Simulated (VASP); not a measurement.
# TiSi16 (a cell with a defect): single point with PBE

Crystal: TiSi16 (a cell with a defect).

```
Si Ti
1.0
     0.00000    5.43000    5.43000
     5.43000    0.00000    5.43000
     5.43000    5.43000    0.00000
Si Ti
16 1
Direct
  0.97285 0.99050 0.04145
  0.12583 0.12233 0.11312
  0.01023 0.03180 0.45841
  0.08110 0.17654 0.62521
  0.95931 0.48857 0.04006
  0.15410 0.60682 0.13500
  0.99981 0.54714 0.48450
  0.03981 0.68791 0.67402
  0.52678 0.02484 0.94930
  0.61299 0.14653 0.14244
  0.42317 0.99689 0.52134
  0.62381 0.09505 0.59138
  0.52599 0.50506 0.01442
  0.56709 0.64274 0.16236
  0.42961 0.51847 0.53215
  0.61442 0.57715 0.65210
  0.73521 0.72053 0.28928
```

| Quantity | Value |
| --- | --- |
| Program | VASP 6.6.1 |
| Task | single point |
| Functional | PBE |
| Potentials or basis | VASP PAW PBE potentials, release 64 (Si, Ti_sv) |
| Cutoff | 520 eV |
| k mesh | 2 × 2 × 2 |
| Occupations | fermi-dirac, width 0.05 eV |
| Spin | no spin polarisation |
| Dipole correction | no |
| Further INCAR settings | LREAL = Auto; ALGO = Normal; EDIFF = 1e-06; NBANDS = 52 |

```
Pressure               : 3.6 GPa
Largest force          : 3.125 eV/Å
Band gap on the k mesh : zero (band 38 reaches 6.84 eV, above the bottom of band 39 at 6.53 eV)
```

Forces in eV/Å, atoms in the order of the input:
```
Si  -1.781 -0.462  0.867
Si  -1.340  0.102  1.882
Si   2.587  0.577 -1.017
Si   0.871 -0.461 -1.817
Si   0.411  0.200  0.664
Si  -0.454 -1.239 -0.035
Si   1.016  1.267 -0.808
Si  -1.647  0.636 -0.151
Si   1.353  0.602 -1.061
Si  -0.589 -0.516 -1.930
Si  -1.713  1.770  1.291
Si   0.762 -0.523  1.153
Si  -1.998 -2.134 -1.107
Si   1.529  0.361  1.499
Si  -0.670  0.589 -1.288
Si   1.302  0.801 -0.249
Ti   0.361 -1.570  2.105
```

Stress tensor (GPa, compression positive):
```
 4.36  2.65 -0.48
 2.65  4.29 -0.15
-0.48 -0.15  2.30
```

Levels at points of the mesh, in eV from the Fermi level:
```
           k point  band 35  band 36  band 37  band 38  band 39  band 40  band 41  band 42
(0.00, 0.00, 0.00)    -0.92    -0.76    -0.60    -0.46    -0.29     0.06     0.20     0.51
(0.50, 0.00, 0.00)    -1.24    -0.90    -0.22    -0.01     0.15     0.43     0.59     0.81
(0.00, 0.50, 0.00)    -1.17    -0.87    -0.66     0.02     0.10     0.23     0.64     0.84
(0.00, 0.00, 0.50)    -1.03    -0.78    -0.32    -0.06     0.05     0.34     0.53     0.68
(0.50, 0.50, 0.50)    -1.28    -0.68    -0.19    -0.08     0.14     0.29     0.33     0.57
(0.50, 0.50, 0.00)    -1.54    -1.23    -0.51    -0.20     0.45     0.67     1.11     1.21
(0.00, 0.50, 0.50)    -1.58    -1.48    -0.72    -0.08     0.62     0.88     0.97     1.26
(0.50, 0.00, 0.50)    -1.59    -1.35    -0.44    -0.12     0.50     0.82     1.26     1.31
```

Run time: 7.9 min on 1 thread of AMD EPYC 7R43 64-Core Processor (Zen 3), on a shared host, peak memory 0.45 GiB.

Caveat: the k points lie up to 0.50 Å⁻¹ apart.
